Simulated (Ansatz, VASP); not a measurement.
**MgO: VASP beside Ansatz**

INCAR

```
PREC = Accurate
ENCUT = 600
EDIFF = 1E-6
ISMEAR = -1
SIGMA = 0.1
LREAL = F
LASPH = T
NELM = 120
ALGO = Normal
ISIF = 2
LWAVE = F
LCHARG = F
GGA = PE
NBANDS = 11
GGA_COMPAT = F
```

Contents of KPOINTS:

```
Automatic mesh
0
Gamma
  7 7 7
```

File POSCAR:

```
MgO
1.0
    0.0000000000      2.1980000000      2.1980000000
    2.1980000000      0.0000000000      2.1980000000
    2.1980000000      2.1980000000      0.0000000000
Mg O
1 1
Direct
    0.0000000000      0.0000000000      0.0000000000
    0.5000000000      0.5000000000      0.5000000000
```

Input for Ansatz:

```yaml
crystal:
  lattice:
    - [0.0, 2.198, 2.198]
    - [2.198, 0.0, 2.198]
    - [2.198, 2.198, 0.0]
  atoms:
    - { symbol: Mg, position: [0.0, 0.0, 0.0] }
    - { symbol: O, position: [0.5, 0.5, 0.5] }
hamiltonian:
  xc: pbe
  pseudopotentials: { kind: paw }
basis:
  ecutwfc: 420
kpoints:
  mp_grid: { grid: [7, 7, 7] }
scf:
  occupations: { method: fermi_dirac, width: 0.1 }
  lower_state_search: "off"
  algorithm: direct_min
  max_iter: 150
output:
  forces: true
  stress: true
```

Alike in both runs: task single point; functional PBE; k mesh 7 × 7 × 7; occupations fermi-dirac, width 0.1 eV; no spin polarisation.

|  | VASP | Ansatz |
| --- | --- | --- |
| version | VASP 6.6.1 | Ansatz 0.2.0 |
| potentials or method | VASP PAW PBE potentials, release 64 (Mg, O), cutoff 600 eV | PAW, plane waves, scalar-relativistic |
| valence electrons in the cell | 8 | 16 |

Ansatz gave:

```
pressure (GPa) : -12.0
```

Q: What did VASP give for the same quantities?

A: Pressure (GPa): -13.0.

With one functional, cell and mesh, what is left measures potentials, basis and numerics. VASP's potentials hold 8 valence electrons a cell and Ansatz's 16, so a difference there can come from the potentials and not from the codes.
